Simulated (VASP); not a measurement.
# TePb (Fm-3m) in VASP: notebook

Runs on TePb. Level: LDA. Tasks: relaxation of cell and atoms, single point.

Program: VASP 6.6.1. These are calculated values, not measurements. Logs are shortened: lines on timing, memory, paths and dates and some standing lists are left out, and cuts for length are marked.

## 1. The cell of the first run

Symmetry: Fm-3m, No. 225, cubic system. The conventional cell has a = 6.382 Å, b = 6.382 Å, c = 6.382 Å, α = 90.00°, β = 90.00°, γ = 90.00°. Te (site symmetry m-3m) has 6 Pb at 3.19 Å within 4.2 Å. Within 4.2 Å of Pb (site symmetry m-3m) lie 6 Te at 3.19 Å.

## 2. Relaxation of cell and atoms, LDA, target pressure 10 GPa, at which the enthalpy is minimised

INCAR

```
PREC     = Accurate       # precision mode
ENCUT    = 600            # plane-wave cutoff, eV
EDIFF    = 1E-6           # SCF threshold, eV
ISMEAR   = 0              # smearing method
SIGMA    = 0.01           # smearing width, eV
LREAL    = F              # projectors in reciprocal space
LASPH    = T              # aspherical terms in the spheres
NELM     = 100            # most SCF steps
ALGO     = Normal         # electronic algorithm
ISIF     = 3              # what is computed and relaxed
LWAVE    = F              # write WAVECAR
LCHARG   = F              # write CHGCAR
GGA      = CA             # functional
IBRION   = 2              # ionic algorithm
NSW      = 100            # ionic steps
EDIFFG   = -0.002         # ionic threshold
PSTRESS  = 100.0
```

KPOINTS

```
Automatic mesh
0
Gamma
  6 6 6
```

POSCAR

```
TePb
1.0
    0.0000000000      3.1908987395      3.1908987395
    3.1908987395      0.0000000000      3.1908987395
    3.1908987395      3.1908987395      0.0000000000
Te Pb
1 1
Direct
    0.5000000000      0.5000000000      0.5000000000
    0.0000000000      0.0000000000      0.0000000000
```

Potentials or basis: VASP PAW LDA potentials, release 64 (Te, Pb_d).

Started as:

```
cat potpaw_LDA.64/Te/POTCAR potpaw_LDA.64/Pb_d/POTCAR > POTCAR
mpirun -np 1 vasp_std > vasp.out
```

OUTCAR:

```text
PREC = Accurate
   ENCUT = 600
   EDIFF = 1E-6
   ISMEAR = 0
   LREAL = F
   LASPH = T
   NELM = 100
   ISIF = 3
   GGA = CA
   IBRION = 2
   NSW = 100
   EDIFFG = -0.002
   PSTRESS = 100.0

 ion  position               nearest neighbor table
   1  0.500  0.500  0.500-   2 3.19   2 3.19   2 3.19   2 3.19   2 3.19   2 3.19
   2  0.000  0.000  0.000-   1 3.19   1 3.19   1 3.19   1 3.19   1 3.19   1 3.19

  LATTYP: Found a face centered cubic cell.
 ALAT       =     6.3817974790

  Lattice vectors:

 A1 = (   0.0000000000,   3.1908987395,   3.1908987395)
 A2 = (   3.1908987395,   0.0000000000,   3.1908987395)
 A3 = (   3.1908987395,   3.1908987395,   0.0000000000)

Analysis of symmetry for initial positions (statically):
=====================================================================
 Subroutine PRICEL returns:
 Original cell was already a primitive cell.

 Routine SETGRP: Setting up the symmetry group for a
 face centered cubic supercell.

 Subroutine GETGRP returns: Found 48 space group operations
 (whereof 48 operations were pure point group operations)
 out of a pool of 48 trial point group operations.

The static configuration has the point symmetry O_h .

Analysis of symmetry for dynamics (positions and initial velocities):
=====================================================================
 Subroutine PRICEL returns:
 Original cell was already a primitive cell.

 Routine SETGRP: Setting up the symmetry group for a
 face centered cubic supercell.

 Subroutine GETGRP returns: Found 48 space group operations
 (whereof 48 operations were pure point group operations)
 out of a pool of 48 trial point group operations.

The dynamic configuration has the point symmetry O_h .

 Subroutine INISYM returns: Found 48 space group operations
 (whereof 48 operations are pure point group operations),
 and found     1 'primitive' translations

----------------------------------------------------------------------------------------

                                     Primitive cell

  volume of cell :      64.9784

  direct lattice vectors                    reciprocal lattice vectors
     0.000000000  3.190898740  3.190898740    -0.156695665  0.156695665  0.156695665
     3.190898740  0.000000000  3.190898740     0.156695665 -0.156695665  0.156695665
     3.190898740  3.190898740  0.000000000     0.156695665  0.156695665 -0.156695665

  length of vectors
     4.512612274  4.512612274  4.512612274     0.271404853  0.271404853  0.271404853

  position of ions in fractional coordinates (direct lattice)
     0.500000000  0.500000000  0.500000000
     0.000000000  0.000000000  0.000000000

  ion indices of the primitive-cell ions
   primitive index   ion index
                 1           1
                 2           2

[... 27 lines left out ...]
            Coordinates               Weight
  0.000000  0.000000  0.000000      1.000000
  0.166667  0.000000  0.000000      8.000000
  0.333333  0.000000  0.000000      8.000000
  0.500000  0.000000  0.000000      4.000000
  0.166667  0.166667  0.000000      6.000000
  0.333333  0.166667  0.000000     24.000000
[... 8 lines left out ...]
 -0.333333  0.333333  0.166667     24.000000
 -0.333333  0.500000  0.166667     12.000000
   k-points           NKPTS =     16   k-points in BZ     NKDIM =     16   number of bands    NBANDS=     14
   number of dos      NEDOS =    301   number of ions     NIONS =      2
   total plane-waves  NPLWV =  46656
   dimension x,y,z NGX =    36 NGY =   36 NGZ =   36
   dimension x,y,z NGXF=    72 NGYF=   72 NGZF=   72
   ions per type =               1   1
   NGX,Y,Z   is equivalent  to a cutoff of  13.26, 13.26, 13.26 a.u.
   NGXF,Y,Z  is equivalent  to a cutoff of  26.53, 26.53, 26.53 a.u.
 SYSTEM =  unknown system
   PREC   = accura    normal or accurate (medium, high low for compatibility)
   ISTART =      0    job   : 0-new  1-cont  2-samecut
   ICHARG =      2    charge: 1-file 2-atom 10-const
   ISPIN  =      1    spin polarized calculation?
   LNONCOLLINEAR =      F non collinear calculations
   LSORBIT =      F    spin-orbit coupling
   LASPH  =      T    aspherical Exc in radial PAW
   ENCUT  =  600.0 eV  44.10 Ry    6.64 a.u.   9.01  9.01  9.01*2*pi/ulx,y,z
   NELM   =    100;   NELMIN=  2; NELMDL= -5     # of ELM steps
   EDIFF  = 0.1E-05   stopping-criterion for ELM
   LREAL  =      F    real-space projection
   EDIFFG = -.2E-02   stopping-criterion for IOM
   NSW    =    100    number of steps for IOM
   IBRION =      2    ionic relax: 0-MD 1-quasi-New 2-CG
   NFREE  =      1    steps in history (QN), initial steepest desc. (CG)
   ISIF   =      3    stress and relaxation
   ISYM   =      2    0-nonsym 1-usesym 2-fastsym
   POTIM  = 0.5000    time-step for ionic-motion
   TEBEG  =    0.0;   TEEND  =   0.0 temperature during run
   PSTRESS=  100.0 pullay stress
   NELECT =      20.0000    total number of electrons
   NUPDOWN=      -1.0000    fix difference up-down
   EMIN   =  10.00;   EMAX   =-10.00  energy-range for DOS
   EFERMI =   0.00;   METHOD = LEGACY
   ISMEAR =     0;   SIGMA  =   0.01  broadening in eV -4-tet -1-fermi 0-gaus
   EFERMI_NEDOS =   21; number of points for ismear=-14 and -15
   IALGO  =     38    algorithm
   IMIX   =      4    mixing-type and parameters
     AMIX     =   0.40;   BMIX     =  1.00
     AMIX_MAG =   1.60;   BMIX_MAG =  1.00
  volume/ion in A,a.u.               =      32.49       219.25
  Fermi-wavevector in a.u.,A,eV,Ry     =   1.105338  2.088786 16.623222  1.221772
  Thomas-Fermi vector in A             =   2.241824
   LORBIT       =      0    0 simple, 1 ext, 2 COOP (PROOUT), +10 PAW based schemes
   GGA     = CA    functional components
   LHFCALC =     F    Hartree Fock is set to
   AEXX    =    0.0000 exact exchange contribution
   IVDW    =     0    specifies the selected vdW correction
   LEPSILON=     F    determine dielectric tensor
   LRPA    =     F    only Hartree local field effects (RPA)
 conjugate gradient relaxation of ions
 non-spin polarized calculation
 Gauss-broadening in eV      SIGMA  =   0.01
  energy-cutoff  :      600.00
  volume of cell :       64.98
 maximum number of plane-waves:      2200
   NGX = 17   NGY = 17   NGZ = 17

--------------------------------------- Ionic step        1  -------------------------------------------

 number of electron      19.9999999 magnetization

 Free energy of the ion-electron system (eV)
  ---------------------------------------------------
  ext. energy  EPLUGINS =         0.00000000
  ---------------------------------------------------
  free energy    TOTEN  =        -8.77571787 eV

  energy without entropy =       -8.77571787  energy(sigma->0) =       -8.77571787

 E-fermi :   5.9633     XC(G=0):  -9.7399

 val. band max:        5.9204693967   @ k =   0.5000   0.0000   0.0000
 cond. band min:       6.4757555585   @ k =   0.5000   0.0000   0.0000
 fundamental gap:      0.5552861618
 Fermi energy:         5.9633211463
[... 776 lines left out ...]
--------------------------------------- Ionic step        7  -------------------------------------------

 number of electron      19.9999999 magnetization

 Free energy of the ion-electron system (eV)
  ---------------------------------------------------
  ext. energy  EPLUGINS =         0.00000000
  ---------------------------------------------------
  free energy    TOTEN  =        -8.53525042 eV

  energy without entropy =       -8.53525042  energy(sigma->0) =       -8.53525042

 E-fermi :   8.2034     XC(G=0): -10.3916

 val. band max:        8.1046161260   @ k =   0.5000   0.0000   0.0000
 cond. band min:       8.2666566568   @ k =   0.5000   0.0000   0.0000
 fundamental gap:      0.1620405307
 Fermi energy:         8.2033966638
[... 303 lines left out ...]
  energy  without entropy=       -8.5352504227  energy(sigma->0) =       -8.53525042

  enthalpy is  TOTEN    =        -5.0222697080 eV   P V=        3.5129807147

 reached required accuracy - stopping structural energy minimisation
```

CONTCAR:

```text
TePb
   1.00000000000000
     0.0000000000000000    3.0417168535792052    3.0417168535792052
     3.0417168535792052   -0.0000000000000000    3.0417168535792052
     3.0417168535792052    3.0417168535792052    0.0000000000000000
  Te              Pb
     1     1
Direct
     0.5000000000000000    0.5000000000000000    0.5000000000000000
     0.0000000000000000    0.0000000000000000    0.0000000000000000

  0.00000000E+00  0.00000000E+00  0.00000000E+00
  0.00000000E+00  0.00000000E+00  0.00000000E+00
```

Wall time 42 s (1 thread of Intel Xeon 6975P-C (Granite Rapids), shared host); peak memory 0.17 GiB.

Results:

- Free energy: -8.5353 eV
- Relaxed volume: 28.14 Å³/atom
- Relaxed cell: a = 4.302 Å, b = 4.302 Å, c = 4.302 Å, α = 60.00°, β = 60.00°, γ = 60.00°
- Space group after relaxing (to 0.05 Å): Fm-3m (No. 225)
- Energy change on relaxing (the enthalpy is what falls): +120.2 meV/atom
- Ionic steps: 7
- Pressure after relaxing: 10.0 GPa
- Band gap on the k mesh: 0.16 eV, direct

Step by step:
```tsv
step	energy change (eV)	largest force (eV/Å)	pressure (GPa)	volume (Å³)
1	0.0000	0.0000	0.09	64.98
2	1.2239	0.0000	30.11	47.85
3	0.2273	0.0000	9.64	56.50
4	0.2388	0.0000	9.96	56.31
5	0.2492	0.0000	10.23	56.15
6	0.2306	0.0000	9.73	56.44
7	0.2405	0.0000	10.01	56.28
```

Final structure:
```
Te Pb
1.0
     0.00000    3.04172    3.04172
     3.04172    0.00000    3.04172
     3.04172    3.04172    0.00000
Te Pb
1 1
Direct
  0.50000 0.50000 0.50000
  0.00000 0.00000 0.00000
```

Caveat: the cell is relaxed towards a set pressure, so the enthalpy falls and the energy may rise; spin-orbit coupling is left out, which moves the levels of the heavy elements. Zero-point motion and thermal expansion aren't in these numbers.

## 3. Single point, LDA

INCAR

```
SYSTEM = TePb
  PREC = Accurate
  ENCUT = 520
  EDIFF = 1E-6
  ISMEAR = -1
  SIGMA = 0.1
  LREAL = .FALSE.
  LASPH = .TRUE.
  NELM = 60
  ALGO = Normal
  ISIF = 2
  LWAVE = .FALSE.
  LCHARG = .FALSE.
  GGA = CA
  NBANDS = 17
```

KPOINTS

```
regular mesh
0
G
  14 14 14
  0 0 0
```

POSCAR is that of step 2.

Potentials or basis: VASP PAW LDA potentials, release 64 (Te, Pb_d).

Started as:

```
cat potpaw_LDA.64/Te/POTCAR potpaw_LDA.64/Pb_d/POTCAR > POTCAR
mpirun -np 1 vasp_std > vasp.out
```

It took 63 s on 1 thread of Intel Xeon 6975P-C (Granite Rapids), shared host; peak memory 0.25 GiB.

It converged, with:

```yaml
Free_energy: -8.7752 eV
Pressure: 0.0 GPa
Band_gap_on_the_k_mesh: 0.56 eV, direct
```

Levels at points of the mesh, in eV from the valence-band top:
```csv
k point,band 6,band 7,band 8,band 9,band 10,band 11,band 12,band 13,band 14,band 15
"(0.00, 0.00, 0.00)",-12.38,-5.59,-1.50,-1.50,-1.50,4.02,4.02,4.02,5.69,5.69
"(0.50, 0.00, 0.00)",-10.85,-8.85,-1.00,-1.00,0.00,0.56,1.10,1.10,8.33,9.20
"(0.50, 0.50, 0.00)",-10.56,-7.42,-4.83,-3.04,-3.04,3.08,5.52,5.52,6.82,10.16
```

Caveat: spin-orbit coupling is left out, which moves the levels of the heavy elements.
